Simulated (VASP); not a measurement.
A run of VASP 6.6.1:

Contents of INCAR:

```
SYSTEM = Ir
ALGO = Normal
EDIFF = 1E-6
EDIFFG = -0.02
ENCUT = 600
GGA = PS
IBRION = 2
ISIF = 3
ISMEAR = 0
LASPH = .TRUE.
LCHARG = .FALSE.
LREAL = .FALSE.
LWAVE = .FALSE.
NELM = 60
NSW = 60
PREC = Accurate
SIGMA = 0.05
```

Contents of KPOINTS:

```
k-points
0
G
  8 8 8
  0 0 0
```

File POSCAR:

```
Ir
1.0
    0.0000000000      1.9156000000      1.9156000000
    1.9156000000      0.0000000000      1.9156000000
    1.9156000000      1.9156000000      0.0000000000
Ir
1
Direct
    0.0000000000      0.0000000000      0.0000000000
```

Potentials or basis: VASP PAW PBE potentials, release 64 (Ir).

Command:

```bash
$ cat potpaw_PBE.64/Ir/POTCAR > POTCAR
$ mpirun -np 1 vasp_std > vasp.out
```

Hardware: 1 thread of Intel(R) Xeon(R) Platinum 8259CL CPU @ 2.50GHz (Skylake/Cascade Lake) (shared host).

**Question.** How long does it take, and how much memory?

**Answer.** Run time: 15 s on 1 thread of Intel(R) Xeon(R) Platinum 8259CL CPU @ 2.50GHz (Skylake/Cascade Lake) (shared host), peak memory 0.15 GiB. Counts: scf iterations 26, k points 29, ion steps 3.
